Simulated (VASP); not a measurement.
Write the native input for VASP 6.6.1 that does the following.

```
Task                   : single point
Functional             : r2SCAN
Potentials or basis    : VASP PAW PBE potentials, release 64 (Ta_pv, N)
Cutoff                 : 660 eV
k mesh                 : 12 × 12 × 16
Occupations            : gaussian, width 0.1 eV
Spin                   : no spin polarisation
Dipole correction      : no
Further INCAR settings : ALGO = Normal; EDIFF = 1e-06; NBANDS = 33
```

The system is TaN.

```
Ta N
1.0
     5.20053    0.00000    0.00000
    -2.60026    4.50379    0.00000
     0.00000    0.00000    2.90933
Ta N
3 3
Cartesian
  0.0000 0.0000 0.0000
  0.0000 3.0025 1.4547
  2.6003 1.5013 1.4547
  2.0406 0.0000 0.0000
  1.5800 2.7366 0.0000
  -1.0203 1.7672 0.0000
```

The input as run:

POSCAR

```
TaN
1.0
    5.2005281198      0.0000000000      0.0000000000
   -2.6002640599      4.5037894649      0.0000000000
    0.0000000000      0.0000000000      2.9093349265
Ta N
3 3
Direct
    0.0000000000      0.0000000000      0.0000000000
    0.3333333333      0.6666666667      0.5000000000
    0.6666666667      0.3333333333      0.5000000000
    0.3923769320      0.0000000000      0.0000000000
    0.6076230680      0.6076230680      0.0000000000
    0.0000000000      0.3923769320      0.0000000000
```

INCAR.step1

```
PREC = Accurate
ENCUT = 660
ISMEAR = 0
SIGMA = 0.1
LREAL = False
LASPH = True
NELM = 120
NBANDS = 33
GGA = PE
ALGO = Normal
EDIFF = 1E-5
LWAVE = True
LCHARG = False
GGA_COMPAT = False
```

INCAR.step2

```
PREC = Accurate
ENCUT = 660
EDIFF = 1E-6
ISMEAR = 0
SIGMA = 0.1
LREAL = False
LASPH = True
NELM = 120
ALGO = Normal
ISIF = 2
LWAVE = False
LCHARG = False
METAGGA = R2SCAN
LMIXTAU = True
NBANDS = 33
ISTART = 1
GGA_COMPAT = False
```

KPOINTS

```
Automatic mesh
0
Gamma
  12 12 16
```

Potentials or basis: VASP PAW PBE potentials, release 64 (Ta_pv, N).

The run is started by

```bash
$ cat potpaw_PBE.64/Ta_pv/POTCAR potpaw_PBE.64/N/POTCAR > POTCAR
$ cp INCAR.step1 INCAR
$ mpirun -np 1 vasp_std > vasp.out
$ cp INCAR.step2 INCAR
$ mpirun -np 1 vasp_std > vasp.out
```

Results of the run:

```yaml
Pressure: 1.7 GPa
Band_gap_on_the_k_mesh: zero (bands 24 and 25 overlap by 3.26 eV)
```

Caveat: the PAW data sets were made with another functional, which shifts forces and pressure a little; spin-orbit coupling is left out, which moves the levels of the heavy elements.

Wall time 11 min on 1 thread of Intel(R) Xeon(R) 6975P-C (Granite Rapids), on a shared host, peak memory 0.55 GiB.
